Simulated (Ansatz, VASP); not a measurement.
## B6N in VASP and in Ansatz

```
B N
1.0
     4.13739    0.00000    0.00000
     0.00000    4.13739    0.00000
     0.00000    0.00000    4.13739
B N
6 1
Direct
  0.19490 0.50000 0.50000
  0.50000 0.19490 0.50000
  0.80510 0.50000 0.50000
  0.50000 0.80510 0.50000
  0.50000 0.50000 0.19490
  0.50000 0.50000 0.80510
  0.00000 0.00000 0.00000
```

Change from the starting cell: species swapped into the GdB6 type (Pm-3m, No. 221).

Alike in both runs: functional PBE; k mesh 4 × 4 × 4; occupations gaussian, width 0.2 eV; no spin polarisation.

Ansatz relaxed the structure, and its values are those at the end. VASP's run is a single point on that final structure, the one shown.

```csv
,VASP,Ansatz
version,VASP 6.6.1,Ansatz 0.2.0
potentials or method,"VASP PAW PBE potentials, release 64 (B, N), cutoff 600 eV","scalar-relativistic, plane waves, PAW"
valence electrons in the cell,23,23
```

Ansatz gave:

| Quantity | Value |
| --- | --- |
| gap on the k mesh at the Fermi level (eV) | none |
| pressure (GPa) | 0.2 |
| rms of the force components (eV/Å) | 0.000 |

Task: Which values does VASP return?

Result: gap on the k mesh at the Fermi level (eV): none; pressure (GPa): 0.1; rms of the force components (eV/Å): 0.008.

A gap of «none» marks a metal or a gap that the smearing closes.

The k mesh is coarse, so the values compare programs but aren't converged.
